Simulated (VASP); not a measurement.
# Zn (P6_3/mmc) in VASP: further runs, part 2 of 2

VASP 6.6.1.

### Step 4. Electric field gradients, PBEsol (volume scaled by 1.06)

Input file INCAR:

```
PREC = Accurate
ENCUT = 520
EDIFF = 1E-8
ISMEAR = -1
SIGMA = 0.03
LREAL = F
LASPH = T
NELM = 80
ALGO = Normal
ISIF = 2
LWAVE = F
LCHARG = F
GGA = PS
LEFG = T
NBANDS = 19
```

Input file KPOINTS:

```
Automatic mesh
0
Gamma
  16 16 8
```

Input file POSCAR:

```
Zn
1.0
    2.7170622642      0.0000000000      0.0000000000
   -1.3585311321      2.3530449444      0.0000000000
    0.0000000000      0.0000000000      5.0437187487
Zn
2
Direct
    0.3333333333      0.6666666667      0.2500000000
    0.6666666667      0.3333333333      0.7500000000
```

Potentials or basis: VASP PAW PBE potentials, release 64 (Zn).

The run is started by

```bash
$ cat potpaw_PBE.64/Zn/POTCAR > POTCAR
$ mpirun -np 1 vasp_std > vasp.out
```

OUTCAR:

```text
PREC = Accurate
   ENCUT = 520
   EDIFF = 1E-8
   ISMEAR = -1
   LREAL = F
   LASPH = T
   NELM = 80
   ISIF = 2
   GGA = PS

 ion  position               nearest neighbor table
   1  0.333  0.667  0.250-   2 2.97   2 2.97   2 2.97   2 2.97   2 2.97   2 2.97
   2  0.667  0.333  0.750-   1 2.97   1 2.97   1 2.97   1 2.97   1 2.97   1 2.97

  LATTYP: Found a hexagonal cell.
 ALAT       =     2.7170622642
 C/A-ratio  =     1.8563132745

  Lattice vectors:

[... 741 lines left out ...]

  FREE ENERGIE OF THE ION-ELECTRON SYSTEM (eV)
  ---------------------------------------------------
  free  energy   TOTEN  =        -3.0724920022 eV

  energy  without entropy=       -3.0716675623  energy(sigma->0) =       -3.07207978

 Electric field gradients (V/A^2)
---------------------------------------------------------------------
 ion       V_xx      V_yy      V_zz      V_xy      V_xz      V_yz
---------------------------------------------------------------------
   1     -17.107   -17.098    34.205     0.008     0.000    -0.000
   2     -17.107   -17.098    34.205     0.008    -0.000     0.000
---------------------------------------------------------------------

 Electric field gradients after diagonalization (V/A^2)
 (convention: |V_zz| > |V_xx| > |V_yy|)
----------------------------------------------------------------------
 ion       V_xx      V_yy      V_zz     asymmetry (V_yy - V_xx)/ V_zz
----------------------------------------------------------------------
   1     -17.111   -17.093    34.205       0.001
   2     -17.111   -17.093    34.205       0.001
----------------------------------------------------------------------

           NMR quadrupolar parameters

 Cq : quadrupolar parameter    Cq=e*Q*V_zz/h
 eta: asymmetry parameters     (V_yy - V_xx)/ V_zz
 Q  : nuclear electric quadrupole moment in mb (millibarn)
----------------------------------------------------------------------
 ion       Cq(MHz)       eta       Q (mb)
----------------------------------------------------------------------
   1       0.083       0.001       1.000
   2       0.083       0.001       1.000
----------------------------------------------------------------------
```

Run time: 35 s. Hardware: 1 thread of AMD EPYC 9R45 (Zen 5), shared host; peak memory 0.16 GiB.

What came out:

- Free energy: -3.0725 eV
- Pressure: -8.3 GPa
- Band gap on the k mesh: zero (band 12 reaches 3.72 eV, above the bottom of band 13 at -0.54 eV)

Electric field gradients, principal values (V/Å²):
| atom | least | middle | greatest (by size) |
| --- | --- | --- | --- |
| 1 Zn | -17.093 | -17.111 | 34.205 |
| 2 Zn | -17.093 | -17.111 | 34.205 |

Caveat: without QUAD_EFG the Cq values of the log hold for a quadrupole moment of 1 mb, not for the nuclei; the PAW data sets were made with another functional, which shifts forces and pressure a little.

### Step 5. Electric field gradients, PBEsol (volume scaled by 1.06)

Input file INCAR:

```
SYSTEM = Zn
PREC     = Accurate       ! precision mode
ENCUT    = 520            ! plane-wave cutoff, eV
EDIFF    = 1E-8           ! SCF threshold, eV
ISMEAR   = -1             ! smearing method
SIGMA    = 0.03           ! smearing width, eV
LREAL    = .False.        ! projectors in reciprocal space
LASPH    = .True.         ! aspherical terms in the spheres
NELM     = 60             ! most SCF steps
ALGO     = Normal         ! electronic algorithm
ISIF     = 2              ! what is computed and relaxed
LWAVE    = .False.        ! write WAVECAR
LCHARG   = .False.        ! write CHGCAR
GGA      = PS             ! functional
LEFG     = .True.       
NBANDS   = 19             ! bands
```

Input file KPOINTS:

```
Automatic mesh
0
Gamma
  16 16 8
  0 0 0
```

POSCAR is that of step 4.

Potentials or basis: VASP PAW PBE potentials, release 64 (Zn).

The run is started by

```bash
$ cat potpaw_PBE.64/Zn/POTCAR > POTCAR
$ mpirun -np 1 vasp_std > vasp.out
```

OUTCAR:

```text
SYSTEM = Zn
   PREC = Accurate
   ENCUT = 520
   EDIFF = 1E-8
   ISMEAR = -1
   LREAL = .False.
   LASPH = .True.
   NELM = 60
   ISIF = 2
   GGA = PS

 ion  position               nearest neighbor table
   1  0.333  0.667  0.250-   2 2.97   2 2.97   2 2.97   2 2.97   2 2.97   2 2.97
   2  0.667  0.333  0.750-   1 2.97   1 2.97   1 2.97   1 2.97   1 2.97   1 2.97

  LATTYP: Found a hexagonal cell.
 ALAT       =     2.7170622642
 C/A-ratio  =     1.8563132745

  Lattice vectors:

 A1 = (   2.7170622642,   0.0000000000,   0.0000000000)
 A2 = (  -1.3585311321,   2.3530449444,   0.0000000000)
 A3 = (   0.0000000000,   0.0000000000,   5.0437187487)

Analysis of symmetry for initial positions (statically):
=====================================================================
 Subroutine PRICEL returns:
 Original cell was already a primitive cell.

 Routine SETGRP: Setting up the symmetry group for a
 hexagonal supercell.
[... 718 lines left out ...]
  volume of cell :       32.25
      direct lattice vectors                 reciprocal lattice vectors
     2.717062264  0.000000000  0.000000000     0.368044565  0.212490629  0.000000000
    -1.358531132  2.353044944  0.000000000     0.000000000  0.424981258  0.000000000
     0.000000000  0.000000000  5.043718749     0.000000000  0.000000000  0.198266408

 POSITION                                       TOTAL-FORCE (eV/Angst)
 -----------------------------------------------------------------------------------
     -0.00000      1.56870      1.26093         0.000000      0.000000      0.000000
      1.35853      0.78435      3.78279        -0.000000     -0.000000      0.000000
 -----------------------------------------------------------------------------------
    total drift:                                0.000000     -0.000000      0.000000

  FREE ENERGIE OF THE ION-ELECTRON SYSTEM (eV)
  ---------------------------------------------------
  free  energy   TOTEN  =        -3.0724920022 eV

  energy  without entropy=       -3.0716675623  energy(sigma->0) =       -3.07207978

 Electric field gradients (V/A^2)
---------------------------------------------------------------------
 ion       V_xx      V_yy      V_zz      V_xy      V_xz      V_yz
---------------------------------------------------------------------
   1     -17.107   -17.098    34.205     0.008     0.000    -0.000
   2     -17.107   -17.098    34.205     0.008    -0.000     0.000
---------------------------------------------------------------------

 Electric field gradients after diagonalization (V/A^2)
 (convention: |V_zz| > |V_xx| > |V_yy|)
----------------------------------------------------------------------
 ion       V_xx      V_yy      V_zz     asymmetry (V_yy - V_xx)/ V_zz
----------------------------------------------------------------------
   1     -17.111   -17.093    34.205       0.001
   2     -17.111   -17.093    34.205       0.001
----------------------------------------------------------------------

           NMR quadrupolar parameters

 Cq : quadrupolar parameter    Cq=e*Q*V_zz/h
 eta: asymmetry parameters     (V_yy - V_xx)/ V_zz
 Q  : nuclear electric quadrupole moment in mb (millibarn)
----------------------------------------------------------------------
 ion       Cq(MHz)       eta       Q (mb)
----------------------------------------------------------------------
   1       0.083       0.001       1.000
   2       0.083       0.001       1.000
----------------------------------------------------------------------
```

stdout:

```text
POSCAR found type information on POSCAR Zn
 POSCAR found :  1 types and       2 ions
 scaLAPACK will be used
 -----------------------------------------------------------------------------
|                                                                             |
|                                                                             |
|     You enforced a specific xc type in the INCAR file but a different       |
|     I HOPE YOU KNOW WHAT YOU ARE DOING!                                     |
|                                                                             |
 -----------------------------------------------------------------------------

 LDA part: xc-table for (Slater+PW92), standard interpolation
 POSCAR, INCAR and KPOINTS ok, starting setup
 FFT: planning ... GRIDC
 FFT: planning ... GRID_SOFT
 FFT: planning ... GRID
 WAVECAR not read
 entering main loop
ion   1

ion   2
```

Run time: 30 s. Hardware: 1 thread of AMD EPYC 9R45 (Zen 5), shared host; peak memory 0.16 GiB.

What came out:

```
Free energy            : -3.0725 eV
Pressure               : -8.3 GPa
Band gap on the k mesh : zero (band 12 reaches 3.72 eV, above the bottom of band 13 at -0.54 eV)
```

Stress tensor (GPa, compression positive):
```
-8.86  0.00  0.00
 0.00 -8.86  0.00
 0.00  0.00 -7.12
```

Electric field gradients, principal values (V/Å²):
```csv
atom,least,middle,greatest (by size)
1 Zn,-17.093,-17.111,34.205
2 Zn,-17.093,-17.111,34.205
```

Caveat: without QUAD_EFG the Cq values of the log hold for a quadrupole moment of 1 mb, not for the nuclei; the PAW data sets were made with another functional, which shifts forces and pressure a little.

### Step 6. Overview

| cell | gap on the mesh (eV) | pressure (GPa) |
| --- | --- | --- |
| a = 2.682, b = 2.682, c = 4.979 Å, angles 90.0, 90.0, 120.0°, 2 atoms | none | -6.4 |
| a = 2.700, b = 2.700, c = 5.012 Å, angles 90.0, 90.0, 120.0°, 2 atoms | none | -7.4 |
| a = 2.717, b = 2.717, c = 5.044 Å, angles 90.0, 90.0, 120.0°, 2 atoms | none | -8.3 |

Alike in all rows: task electric field gradients; level PBEsol; potentials or basis VASP PAW PBE potentials, release 64 (Zn); no spin polarisation; k mesh 16 × 16 × 8; cutoff (eV) 520; smearing fermi-dirac 0.03 eV.

Caveats: the PAW data sets were made with another functional, which shifts forces and pressure a little.

Absolute energies hang on the potentials; compare differences alone.
